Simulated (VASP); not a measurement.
InP, 2 atoms in the cell. Symmetry: F-43m, No. 216, cubic system. Conventional cell: a = 5.635 Å, b = 5.635 Å, c = 5.635 Å, α = 90.00°, β = 90.00°, γ = 90.00°. In (site symmetry -43m) has 4 P at 2.44 Å within 3.2 Å. P (site symmetry -43m) has 4 In at 2.44 Å within 3.2 Å. 

- Program: VASP 6.6.1
- Task: single point
- Functional: LDA
- Potentials or basis: VASP PAW LDA potentials, release 64 (In_d, P)
- Cutoff: 520 eV
- k mesh: 10 × 10 × 10
- Occupations: gaussian, width 0.01 eV
- Spin: no spin polarisation
- Dipole correction: no
- Further INCAR settings: ALGO = Normal; EDIFF = 1e-07; NBANDS = 16

Potentials or basis: VASP PAW LDA potentials, release 64 (In_d, P).

Command:

```bash
$ cat potpaw_LDA.64/In_d/POTCAR potpaw_LDA.64/P/POTCAR > POTCAR
$ mpirun -np 1 vasp_std > vasp.out
```

Hardware: 1 thread of Intel(R) Xeon(R) 6975P-C (Granite Rapids), on a shared host.

**Question.** Estimate the wall time of this run.

**Answer.** Wall time 14 s on 1 thread of Intel(R) Xeon(R) 6975P-C (Granite Rapids), with other jobs on the host, peak memory 0.16 GiB. Counts: scf iterations 13, k points 47.
